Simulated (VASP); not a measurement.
# Al (I4/mmm) in VASP: a series of runs, part 2 of 2

VASP 6.6.1. The steps go on from the part before.

## 3. Single point, PBEsol (strain +0.000 along x and y, -0.050 along z)

INCAR reads:

```
PREC = Accurate ; ENCUT = 520
EDIFF = 1E-7 ; ISMEAR = 0
SIGMA = 0.15 ; LREAL = False
LASPH = True ; NELM = 60
ALGO = Fast ; ISIF = 2
LWAVE = False ; LCHARG = False
GGA = PS ; NBANDS = 8
```

KPOINTS reads:

```
regular mesh
0
Gamma
  20 20 20
```

POSCAR reads:

```
Al
1.0
    0.0000000000      2.0239800000      1.9227810000
    2.0239800000      0.0000000000      1.9227810000
    2.0239800000      2.0239800000      0.0000000000
Al
1
Direct
    0.0000000000      0.0000000000      0.0000000000
```

Potentials or basis: VASP PAW PBE potentials, release 64 (Al).

Launch:

```console
$ cat potpaw_PBE.64/Al/POTCAR > POTCAR
$ mpirun -np 1 vasp_std > vasp.out
```

OUTCAR:

```text
PREC = Accurate
   ENCUT = 520
   EDIFF = 1E-7
   ISMEAR = 0
   LREAL = False
   LASPH = True
   NELM = 60
   ISIF = 2
   GGA = PS

 ion  position               nearest neighbor table
   1  0.000  0.000  0.000-

  LATTYP: Found a body centered tetragonal cell.
 ALAT       =     2.8623399660
 C/A-ratio  =     1.3435028843

  Lattice vectors:

 A1 = (   0.0000000000,  -2.0239800000,  -1.9227810000)
 A2 = (   0.0000000000,   2.0239800000,  -1.9227810000)
 A3 = (   2.0239800000,   0.0000000000,   1.9227810000)

Analysis of symmetry for initial positions (statically):
=====================================================================
 Subroutine PRICEL returns:
 Original cell was already a primitive cell.

 Routine SETGRP: Setting up the symmetry group for a
 body centered tetragonal supercell.

 Subroutine GETGRP returns: Found 16 space group operations
 (whereof 16 operations were pure point group operations)
 out of a pool of 16 trial point group operations.

The static configuration has the point symmetry D_4h.

Analysis of symmetry for dynamics (positions and initial velocities):
=====================================================================
 Subroutine PRICEL returns:
 Original cell was already a primitive cell.

 Routine SETGRP: Setting up the symmetry group for a
 body centered tetragonal supercell.

 Subroutine GETGRP returns: Found 16 space group operations
 (whereof 16 operations were pure point group operations)
 out of a pool of 16 trial point group operations.

The dynamic configuration has the point symmetry D_4h.

 Subroutine INISYM returns: Found 16 space group operations
 (whereof 16 operations are pure point group operations),
 and found     1 'primitive' translations

----------------------------------------------------------------------------------------

[... 111 lines left out ...]
  volume/ion in A,a.u.               =      15.75       106.31
  Fermi-wavevector in a.u.,A,eV,Ry     =   0.941870  1.779877 12.069999  0.887120
  Thomas-Fermi vector in A             =   2.069424
   LORBIT       =      0    0 simple, 1 ext, 2 COOP (PROOUT), +10 PAW based schemes
   GGA     = PS    functional components
   LHFCALC =     F    Hartree Fock is set to
   AEXX    =    0.0000 exact exchange contribution
   IVDW    =     0    specifies the selected vdW correction
   LEPSILON=     F    determine dielectric tensor
   LRPA    =     F    only Hartree local field effects (RPA)
 non-spin polarized calculation
 RMM-DIIS sequential band-by-band and
 Gauss-broadening in eV      SIGMA  =   0.15
  energy-cutoff  :      520.00
  volume of cell :       15.75
 maximum number of plane-waves:       443
 NGX is ok and might be reduce to    24
   NGX = 11   NGY = 11   NGZ = 11

 number of electron       3.0000000 magnetization

 Free energy of the ion-electron system (eV)
  ---------------------------------------------------
  ext. energy  EPLUGINS =         0.00000000
  ---------------------------------------------------
  free energy    TOTEN  =        -4.08676895 eV

  energy without entropy =       -4.08284906  energy(sigma->0) =       -4.08480901

 E-fermi :   8.4386     XC(G=0): -10.4269

 val. band max:        8.4252045380   @ k =  -0.4500   0.3000   0.2000
 cond. band min:       8.4393489032   @ k =   0.5000   0.3000   0.0000
 fundamental gap:      0.0141443652
 Fermi energy:         8.4385949204

 k-point     1 :       0.0000    0.0000    0.0000
  band No.  band energies     occupation
      1      -3.0129      2.00000
      2      21.1432      0.00000
      3      21.1432      0.00000
      4      21.6982      0.00000
      5      23.0474      0.00000
      6      23.2205      0.00000
      7      23.2205      0.00000
      8      25.3084      0.00000
[... 243 lines left out ...]
 k-point    24 :      -0.3500    0.0500    0.0000
  band No.  band energies     occupation
      1       0.7251      2.00000
      2       7.9706      1.99999
      3      18.7639      0.00000
      4      19.9261      0.00000
      5      20.2597      0.00000
      6      21.8224      0.00000
      7      23.6255      0.00000
      8      27.6328      0.00000

 [... further k-points ...]

------------------------ aborting loop because EDIFF is reached ----------------------------------------

  FORCE on cell =-STRESS in cart. coord.  units (eV):
  Direction    XX          YY          ZZ          XY          YZ          ZX
  --------------------------------------------------------------------------------------
  -------------------------------------------------------------------------------------
  Total        0.1490355      0.1490355      0.4709154      0.0000000      0.0000000     -0.0000000
  in kB       15.1575203     15.1575203     47.8940108      0.0000000      0.0000000     -0.0000000
  external PRESSURE =      26.0696838 kB  Pullay stress =       0.0000000 kB

 VOLUME and BASIS-vectors are now :
 -----------------------------------------------------------------------------
  energy-cutoff  :      520.00
  volume of cell :       15.75
      direct lattice vectors                 reciprocal lattice vectors
     0.000000000  2.023980000  1.922781000    -0.247038014  0.247038014  0.260040015
     2.023980000  0.000000000  1.922781000     0.247038014 -0.247038014  0.260040015
     2.023980000  2.023980000  0.000000000     0.247038014  0.247038014 -0.260040015

 POSITION                                       TOTAL-FORCE (eV/Angst)
 -----------------------------------------------------------------------------------
      0.00000      0.00000      0.00000         0.000000     -0.000000      0.000000
 -----------------------------------------------------------------------------------
    total drift:                               -0.000000     -0.000000     -0.000000

  FREE ENERGIE OF THE ION-ELECTRON SYSTEM (eV)
  ---------------------------------------------------
  free  energy   TOTEN  =        -4.0867689490 eV

  energy  without entropy=       -4.0828490624  energy(sigma->0) =       -4.08480901
```

Run time: 44 s. Hardware: 1 thread of Intel Xeon 6975P-C, shared host; peak memory 0.19 GiB.

What came out:

* Free energy: -4.0868 eV
* Pressure: 2.6 GPa

Stress tensor (GPa, compression positive):
```
1.52 0.00 0.00
0.00 1.52 0.00
0.00 0.00 4.79
```

Levels at points of the mesh, in eV from the Fermi level:
```
           k point  band 1  band 2  band 3  band 4
(0.00, 0.00, 0.00)  -11.45   12.70   12.70   13.26
(0.50, 0.00, 0.00)   -4.77   -4.43   11.07   11.27
(0.50, 0.50, 0.00)   -2.48   -0.90    4.87    5.17
(0.50, 0.00, 0.50)   -3.28   -1.97    5.50    5.99
```

Caveat: the cell differs from its parent crystal (strain +0.000 along x and y, -0.050 along z); the PAW data sets were made with another functional, which shifts forces and pressure a little.
